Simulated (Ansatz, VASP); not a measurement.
## One calculation of BN, two programs

```
B N
1.0
     2.28614    0.00000    0.00000
    -1.14307    1.97985    0.00000
     0.00000    0.00000    3.79798
B N
2 2
Direct
  0.33333 0.66667 0.00189
  0.66667 0.33333 0.50189
  0.33333 0.66667 0.37411
  0.66667 0.33333 0.87411
```

Change from the starting cell: volume scaled by 0.72, LAPW.

Alike in both runs: task single point; functional PBE; k mesh 12 × 12 × 6; occupations fermi-dirac, width 0.05 eV; no spin polarisation.

|  | VASP | Ansatz |
| --- | --- | --- |
| version | VASP 6.6.1 | Ansatz 0.2.0 |
| potentials or method | VASP PAW PBE potentials, release 64 (B, N), cutoff 520 eV | all-electron LAPW, scalar-relativistic |

Ansatz gave:

* gap on the k mesh at the Fermi level (eV): 4.22
* pressure (GPa): 221.0
* traceless stress, the component that is largest in VASP (GPa): 0.11

Estimate VASP's values.

gap on the k mesh at the Fermi level (eV): 4.19; pressure (GPa): 222.2; traceless stress, the component that is largest in VASP (GPa): 0.11.

Both programs put the cell under a high pressure, so it lies far from rest at this level. Ansatz ran all-electron here, and VASP with PAW potentials.

Noted on VASP's run: the cell as given lies far from equilibrium.
